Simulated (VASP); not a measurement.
A run of VASP 6.6.1:

File INCAR:

```
PREC     = Accurate       # precision mode
ENCUT    = 600            # plane-wave cutoff, eV
EDIFF    = 1E-7           # SCF threshold, eV
ISMEAR   = 0              # smearing method
SIGMA    = 0.05           # smearing width, eV
LREAL    = False          # projectors in reciprocal space
LASPH    = True           # aspherical terms in the spheres
NELM     = 80             # most SCF steps
ALGO     = Normal         # electronic algorithm
ISIF     = 3              # what is computed and relaxed
LWAVE    = False          # write WAVECAR
LCHARG   = False          # write CHGCAR
IBRION   = 2              # ionic algorithm
NSW      = 80             # ionic steps
EDIFFG   = -0.02          # ionic threshold
```

KPOINTS

```
regular mesh
0
Gamma
  11 11 11
```

POSCAR

```
ScAu3
1.0
    0.0000000000      3.3144900000      3.3144900000
    3.3144900000      0.0000000000      3.3144900000
    3.3144900000      3.3144900000      0.0000000000
Sc Au
1 3
Direct
    0.0000000000      0.0000000000      0.0000000000
    0.2500000000      0.2500000000      0.2500000000
    0.7500000000      0.7500000000      0.7500000000
    0.5000000000      0.5000000000      0.5000000000
```

Potentials or basis: VASP PAW LDA potentials, release 64 (Sc_sv, Au).

Command:

```console
$ cat potpaw_LDA.64/Sc_sv/POTCAR potpaw_LDA.64/Au/POTCAR > POTCAR
$ mpirun -np 1 vasp_std > vasp.out
```

Hardware: 1 thread of Intel(R) Xeon(R) 6975P-C (Granite Rapids) (shared host).

Q: Estimate the wall time of this run.

A: It took 4.6 min on 1 thread of Intel(R) Xeon(R) 6975P-C (Granite Rapids), with other jobs on the host, peak memory 0.27 GiB. Counts: scf iterations 33, k points 56, ion steps 3.
